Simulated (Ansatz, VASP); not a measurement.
SiW7: VASP beside Ansatz

File INCAR:

```
SYSTEM = SiW7
PREC = Accurate
ENCUT = 520
EDIFF = 1E-7
ISMEAR = 0
SIGMA = 0.2
LREAL = .False.
LASPH = .True.
NELM = 100
ALGO = Fast
ISIF = 2
LWAVE = .False.
LCHARG = .False.
GGA = PE
NBANDS = 61
```

The input KPOINTS:

```
regular mesh
0
Gamma
  6 6 6
  0 0 0
```

Contents of POSCAR:

```
SiW7
1.0
   -3.1553005145      3.1553005145      3.1553005145
    3.1553005145     -3.1553005145      3.1553005145
    3.1553005145      3.1553005145     -3.1553005145
Si W
1 7
Direct
    0.0000000000      0.0000000000      0.0000000000
    0.0000000000      0.5000000000      0.5000000000
    0.5000000000      0.5000000000      0.5000000000
    0.0000000000      0.5000000000      1.0000000000
    0.5000000000      0.0000000000      0.0000000000
    0.5000000000      0.0000000000      0.5000000000
    0.5000000000      0.5000000000      0.0000000000
    1.0000000000      1.0000000000      0.5000000000
```

Input for Ansatz:

```yaml
crystal:
  lattice:
    - [-3.1553005145, 3.1553005145, 3.1553005145]
    - [3.1553005145, -3.1553005145, 3.1553005145]
    - [3.1553005145, 3.1553005145, -3.1553005145]
  atoms:
    - { symbol: Si, position: [0.0, 0.0, 0.0] }
    - { symbol: W, position: [0.0, 0.5, 0.5] }
    - { symbol: W, position: [0.5, 0.5, 0.5] }
    - { symbol: W, position: [0.0, 0.5, 1.0] }
    - { symbol: W, position: [0.5, 0.0, 0.0] }
    - { symbol: W, position: [0.5, 0.0, 0.5] }
    - { symbol: W, position: [0.5, 0.5, 0.0] }
    - { symbol: W, position: [1.0, 1.0, 0.5] }
basis:
  ecutwfc: 420
kpoints:
  mp_grid: { grid: [6, 6, 6] }
hamiltonian:
  xc: pbe
scf:
  occupations: { method: gaussian, width: 0.2 }
  lower_state_search: "off"
output:
  forces: true
  stress: true
  eigenvalues: true
```

Alike in both runs: task single point; functional PBE; k mesh 6 × 6 × 6; occupations gaussian, width 0.2 eV; no spin polarisation.

```csv
,VASP,Ansatz
version,VASP 6.6.1,Ansatz 0.2.0
potentials or method,"VASP PAW PBE potentials, release 64 (Si, W_sv), cutoff 520 eV","scalar-relativistic, plane waves, PAW"
valence electrons in the cell,102,102
```

VASP gave:

```
gap on the k mesh at the Fermi level (eV) : none
pressure (GPa)                            : 0.6
```

Q: Estimate Ansatz's values.

A: gap on the k mesh at the Fermi level (eV): none; pressure (GPa): 0.1.

A gap of «none» marks a metal or a gap that the smearing closes. With one functional, cell and mesh, what is left measures potentials, basis and numerics.

Spin-orbit coupling is off throughout.
